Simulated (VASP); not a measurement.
# FeCo4 (I4/m) in VASP: further runs

Runs on FeCo4. Level: PBE. Tasks: single point.

Everything below comes from runs of VASP 6.6.1. Logs are shortened: lines on timing, memory, paths and dates and some standing lists are left out, and cuts for length are marked.

## Step 1: The cell of the first run

It takes space group I4/m (No. 87, tetragonal). The conventional cell has a = 5.520 Å, b = 5.520 Å, c = 3.491 Å, α = 90.00°, β = 90.00°, γ = 90.00°. Fe (site symmetry 4/m) has 12 Co at 2.47 Å within 3.3 Å. Co (site symmetry m) has 3 Fe at 2.47 Å and 9 Co at 2.47 Å within 3.3 Å.

## Step 2: Single point, PBE, collinear spin, ferromagnetic start

Contents of INCAR:

```
SYSTEM = FeCo4
ALGO = Normal
EDIFF = 1E-6
ENCUT = 600
GGA = PE
GGA_COMPAT = .FALSE.
ISIF = 2
ISMEAR = 0
ISPIN = 2
LASPH = .TRUE.
LCHARG = .FALSE.
LMAXMIX = 4
LORBIT = 11
LREAL = .FALSE.
LWAVE = .FALSE.
MAGMOM = 4 3 3 3 3
NBANDS = 34
NELM = 200
PREC = Accurate
SIGMA = 0.1
```

Contents of KPOINTS:

```
k-points
0
G
  6 6 6
  0 0 0
```

Contents of POSCAR:

```
FeCo4
1.0
   -2.7598642300      2.7598642300      1.7454914000
    2.7598642300     -2.7598642300      1.7454914000
    2.7598642300      2.7598642300     -1.7454914000
Fe Co
1 4
Direct
    0.0000000000      0.0000000000      0.0000000000
    0.8000000000      0.4000000000      0.2000000000
    0.2000000000      0.6000000000      0.8000000000
    0.6000000000      0.8000000000      0.4000000000
    0.4000000000      0.2000000000      0.6000000000
```

Potentials or basis: VASP PAW PBE potentials, release 64 (Fe, Co).

Command:

```bash
> cat potpaw_PBE.64/Fe/POTCAR potpaw_PBE.64/Co/POTCAR > POTCAR
> mpirun -np 1 vasp_std > vasp.out
```

OUTCAR:

```text
SYSTEM = FeCo4
   EDIFF = 1E-6
   ENCUT = 600
   GGA = PE
   ISIF = 2
   ISMEAR = 0
   ISPIN = 2
   LASPH = .TRUE.
   LORBIT = 11
   LREAL = .FALSE.
   NELM = 200
   PREC = Accurate

 ion  position               nearest neighbor table
   1  0.000  0.000  0.000-   5 2.47   4 2.47   3 2.47   2 2.47   4 2.47   4 2.47   5 2.47   2 2.47
                             3 2.47   5 2.47   3 2.47   2 2.47
   2  0.800  0.400  0.200-   4 2.47   3 2.47   1 2.47   5 2.47   5 2.47   1 2.47   4 2.47   3 2.47
                             5 2.47   1 2.47   4 2.47   3 2.47
   3  0.200  0.600  0.800-   5 2.47   2 2.47   4 2.47   1 2.47   1 2.47   4 2.47   5 2.47   2 2.47
                             4 2.47   1 2.47   5 2.47   2 2.47
   4  0.600  0.800  0.400-   2 2.47   1 2.47   3 2.47   5 2.47   5 2.47   5 2.47   3 2.47   1 2.47
                             1 2.47   2 2.47   3 2.47   2 2.47
   5  0.400  0.200  0.600-   3 2.47   1 2.47   2 2.47   4 2.47   4 2.47   4 2.47   1 2.47   2 2.47
                             1 2.47   3 2.47   2 2.47   3 2.47

  LATTYP: Found a body centered tetragonal cell.
 ALAT       =     5.5197284600
 C/A-ratio  =     0.6324555321

  Lattice vectors:

 A1 = (  -2.7598642300,   2.7598642300,   1.7454914000)
 A2 = (   2.7598642300,  -2.7598642300,   1.7454914000)
 A3 = (   2.7598642300,   2.7598642300,  -1.7454914000)

Analysis of symmetry for initial positions (statically):
=====================================================================
 Subroutine PRICEL returns:
 Original cell was already a primitive cell.

 Routine SETGRP: Setting up the symmetry group for a
 body centered tetragonal supercell.

 Subroutine GETGRP returns: Found  8 space group operations
 (whereof  8 operations were pure point group operations)
 out of a pool of 16 trial point group operations.

The static configuration has the point symmetry C_4h.

Analysis of symmetry for dynamics (positions and initial velocities):
=====================================================================
 Subroutine PRICEL returns:
 Original cell was already a primitive cell.

 Routine SETGRP: Setting up the symmetry group for a
 body centered tetragonal supercell.

 Subroutine GETGRP returns: Found  8 space group operations
 (whereof  8 operations were pure point group operations)
 out of a pool of 16 trial point group operations.

The dynamic configuration has the point symmetry C_4h.

Analysis of structural, dynamic, and magnetic symmetry:
=====================================================================
 Subroutine PRICEL returns:
 Original cell was already a primitive cell.

 Routine SETGRP: Setting up the symmetry group for a
 body centered tetragonal supercell.

 Subroutine GETGRP returns: Found  8 space group operations
 (whereof  8 operations were pure point group operations)
 out of a pool of 16 trial point group operations.

The overall configuration has the point symmetry C_4h.

 Subroutine INISYM returns: Found  8 space group operations
 (whereof  8 operations are pure point group operations),
 and found     1 'primitive' translations

----------------------------------------------------------------------------------------

                                     Primitive cell

  volume of cell :      53.1806

  direct lattice vectors                    reciprocal lattice vectors
    -2.759864230  2.759864230  1.745491400     0.000000000  0.181168332  0.286452285
     2.759864230 -2.759864230  1.745491400     0.181168332  0.000000000  0.286452285
     2.759864230  2.759864230 -1.745491400     0.181168332  0.181168332  0.000000000

  length of vectors
     4.275563280  4.275563280  4.275563280     0.338934914  0.338934914  0.256210713

  position of ions in fractional coordinates (direct lattice)
     0.000000000  0.000000000  0.000000000
     0.800000000  0.400000000  0.200000000
     0.200000000  0.600000000  0.800000000
     0.600000000  0.800000000  0.400000000
     0.400000000  0.200000000  0.600000000

  ion indices of the primitive-cell ions
   primitive index   ion index
                 1           1
                 2           2
                 3           3
                 4           4
                 5           5

[... 29 lines left out ...]
  0.166667 -0.000000  0.000000      8.000000
  0.333333  0.000000 -0.000000      8.000000
  0.500000 -0.000000  0.000000      4.000000
  0.166667  0.166667  0.000000      8.000000
  0.333333  0.166667  0.000000      8.000000
[... 16 lines left out ...]
 -0.333333  0.333333 -0.166667      4.000000
 -0.166667  0.333333  0.166667      8.000000
 [... further k-points ...]
   k-points           NKPTS =     36   k-points in BZ     NKDIM =     36   number of bands    NBANDS=     34
   number of dos      NEDOS =    301   number of ions     NIONS =      5
   total plane-waves  NPLWV =  46656
   dimension x,y,z NGX =    36 NGY =   36 NGZ =   36
   dimension x,y,z NGXF=    72 NGYF=   72 NGZF=   72
   ions per type =               1   4
   NGX,Y,Z   is equivalent  to a cutoff of  14.00, 14.00, 14.00 a.u.
   NGXF,Y,Z  is equivalent  to a cutoff of  28.00, 28.00, 28.00 a.u.
 SYSTEM =  FeCo4
   PREC   = accura    normal or accurate (medium, high low for compatibility)
   ISTART =      0    job   : 0-new  1-cont  2-samecut
   ICHARG =      2    charge: 1-file 2-atom 10-const
   ISPIN  =      2    spin polarized calculation?
   LNONCOLLINEAR =      F non collinear calculations
   LSORBIT =      F    spin-orbit coupling
   LASPH  =      T    aspherical Exc in radial PAW
   ENCUT  =  600.0 eV  44.10 Ry    6.64 a.u.   8.54  8.54  8.54*2*pi/ulx,y,z
   NELM   =    200;   NELMIN=  2; NELMDL= -5     # of ELM steps
   EDIFF  = 0.1E-05   stopping-criterion for ELM
   LREAL  =      F    real-space projection
   EDIFFG = 0.1E-04   stopping-criterion for IOM
   NSW    =      0    number of steps for IOM
   IBRION =     -1    ionic relax: 0-MD 1-quasi-New 2-CG
   NFREE  =      0    steps in history (QN), initial steepest desc. (CG)
   ISIF   =      2    stress and relaxation
   ISYM   =      2    0-nonsym 1-usesym 2-fastsym
   POTIM  = 0.5000    time-step for ionic-motion
   TEBEG  =    0.0;   TEEND  =   0.0 temperature during run
   PSTRESS=    0.0 pullay stress
   NELECT =      44.0000    total number of electrons
   NUPDOWN=      -1.0000    fix difference up-down
   EMIN   =  10.00;   EMAX   =-10.00  energy-range for DOS
   EFERMI =   0.00;   METHOD = LEGACY
   ISMEAR =     0;   SIGMA  =   0.10  broadening in eV -4-tet -1-fermi 0-gaus
   EFERMI_NEDOS =   21; number of points for ismear=-14 and -15
   IALGO  =     38    algorithm
   IMIX   =      4    mixing-type and parameters
     AMIX     =   0.40;   BMIX     =  1.00
     AMIX_MAG =   1.60;   BMIX_MAG =  1.00
  volume/ion in A,a.u.               =      10.64        71.78
  Fermi-wavevector in a.u.,A,eV,Ry     =   1.536885  2.904291 32.137168  2.362015
  Thomas-Fermi vector in A             =   2.643471
   LORBIT       =     11    0 simple, 1 ext, 2 COOP (PROOUT), +10 PAW based schemes
   GGA     = PE    functional components
   LHFCALC =     F    Hartree Fock is set to
   AEXX    =    0.0000 exact exchange contribution
   IVDW    =     0    specifies the selected vdW correction
   LEPSILON=     F    determine dielectric tensor
   LRPA    =     F    only Hartree local field effects (RPA)
 spin polarized calculation
 Gauss-broadening in eV      SIGMA  =   0.10
  energy-cutoff  :      600.00
  volume of cell :       53.18
 maximum number of plane-waves:      1799
 NGX is ok and might be reduce to    36
   NGX = 17   NGY = 17   NGZ = 17

 number of electron      44.0000000 magnetization      16.0000000

 number of electron      43.9999996 magnetization       8.9499744

 Free energy of the ion-electron system (eV)
  ---------------------------------------------------
  ext. energy  EPLUGINS =         0.00000000
  ---------------------------------------------------
  free energy    TOTEN  =       -36.25010574 eV

  energy without entropy =      -36.22418050  energy(sigma->0) =      -36.23714312

 E-fermi :   9.8203     XC(G=0): -13.5121

 val. band max:        9.8100707435   @ k =  -0.1667   0.3333   0.0000
 cond. band min:       9.8217009908   @ k =  -0.1667   0.5000   0.1667
 fundamental gap:      0.0116302474
 Fermi energy:         9.8203137303

 spin component 1

 k-point     1 :       0.0000    0.0000    0.0000
  band No.  band energies     occupation
      1       0.7307      1.00000
      2       5.4054      1.00000
      3       5.4344      1.00000
      4       5.4998      1.00000
      5       5.4998      1.00000
      6       6.0019      1.00000
[... 877 lines left out ...]
     33      20.1213      0.00000
     34      21.4669      0.00000

 [... further k-points ...]

 spin component 2

 k-point     1 :       0.0000    0.0000    0.0000
  band No.  band energies     occupation
      1       0.8069      1.00000
      2       6.6696      1.00000
      3       6.6696      1.00000
      4       6.7684      1.00000
      5       6.7956      1.00000
      6       7.2656      1.00000
[... 877 lines left out ...]
     33      20.7067      0.00000
     34      22.2142      0.00000

 [... further k-points ...]
[... 5 lines left out ...]
  --------------------------------------------------------------------------------------
  -------------------------------------------------------------------------------------
  Total        2.8434096      2.8434096      2.9284636     -0.0000003      0.0000000     -0.0000000
  in kB       85.6637090     85.6637090     88.2261382     -0.0000085      0.0000000     -0.0000000
  external PRESSURE =      86.5178520 kB  Pullay stress =       0.0000000 kB

 VOLUME and BASIS-vectors are now :
 -----------------------------------------------------------------------------
  energy-cutoff  :      600.00
  volume of cell :       53.18
      direct lattice vectors                 reciprocal lattice vectors
    -2.759864230  2.759864230  1.745491400     0.000000000  0.181168332  0.286452285
     2.759864230 -2.759864230  1.745491400     0.181168332  0.000000000  0.286452285
     2.759864230  2.759864230 -1.745491400     0.181168332  0.181168332  0.000000000

 POSITION                                       TOTAL-FORCE (eV/Angst)
 -----------------------------------------------------------------------------------
      0.00000      0.00000      0.00000        -0.000000     -0.000000      0.000000
     -0.55197      1.65592      1.74549         0.164480      0.211743     -0.000000
      3.31184      1.10395      0.00000        -0.164480     -0.211743      0.000000
      1.65592      0.55197      1.74549         0.211743     -0.164480     -0.000000
      1.10395      2.20789      0.00000        -0.211743      0.164480      0.000000
 -----------------------------------------------------------------------------------
    total drift:                                0.000000      0.000000      0.000000

  FREE ENERGIE OF THE ION-ELECTRON SYSTEM (eV)
  ---------------------------------------------------
  free  energy   TOTEN  =       -36.2501057408 eV

  energy  without entropy=      -36.2241804974  energy(sigma->0) =      -36.23714312

 total charge

# of ion       s       p       d       tot
------------------------------------------
    1        0.501   0.563   6.252   7.316
    2        0.505   0.551   7.280   8.336
    3        0.505   0.551   7.280   8.336
    4        0.505   0.551   7.280   8.336
    5        0.505   0.551   7.280   8.336
--------------------------------------------------
tot          2.520   2.766  35.371  40.658

 magnetization (x)

# of ion       s       p       d       tot
------------------------------------------
    1       -0.006  -0.036   2.539   2.497
    2       -0.016  -0.049   1.686   1.620
    3       -0.016  -0.049   1.686   1.620
    4       -0.016  -0.049   1.686   1.620
    5       -0.016  -0.049   1.686   1.620
--------------------------------------------------
tot         -0.071  -0.234   9.282   8.977
```

Run time: 4.4 min. Hardware: 1 thread of Oxide Virtual Turin-like, shared host; peak memory 0.28 GiB.

Results:

```
Free energy                                           : -36.2501 eV
Pressure                                              : 8.7 GPa
Largest force                                         : 0.268 eV/Å
Net moment                                            : 8.95 μB per cell
Site moments                                          : Fe +2.50; Co +1.62 μB
Valence electrons inside the program's atomic spheres : Fe 7.32; Co 8.34
```

Forces on the atoms (eV/Å):
```
Fe   0.000  0.000  0.000
Co   0.164  0.212  0.000
Co  -0.164 -0.212  0.000
Co   0.212 -0.164  0.000
Co  -0.212  0.164  0.000
```

Levels at points of the mesh, in eV from the Fermi level:
Spin up:
```
           k point  band 22  band 23  band 24  band 25  band 26  band 27  band 28  band 29  band 30  band 31
(0.00, 0.00, 0.00)    -1.44    -0.73    -0.72    -0.55    -0.55     3.99     3.99     4.08     4.16    10.40
(0.50, 0.00, 0.00)    -0.92    -0.79    -0.62    -0.60    -0.28    -0.26    -0.12     3.48     3.62     6.50
(0.50, 0.50, 0.00)    -1.01    -0.74    -0.71    -0.56    -0.32    -0.32     2.62     6.38     6.47     7.54
(0.50, 0.50, 0.50)    -1.29    -0.73    -0.32    -0.32    -0.23    -0.23    -0.11    -0.03     2.62     9.95
```
Spin down:
```
           k point  band 14  band 15  band 16  band 17  band 18  band 19  band 20  band 21
(0.00, 0.00, 0.00)    -1.02    -1.02    -0.93     0.32     0.33     0.33     0.33     0.91
(0.50, 0.00, 0.00)    -1.02    -1.00    -0.40    -0.24    -0.10    -0.06     0.32     0.32
(0.50, 0.50, 0.00)    -0.60    -0.45    -0.10    -0.09     0.06     0.24     0.78     0.80
(0.50, 0.50, 0.50)    -0.81     0.25     0.32     0.40     0.40     0.58     0.63     0.63
```

Caveat: the cell stands under pressure.

(Continued in part 2 of 2.)
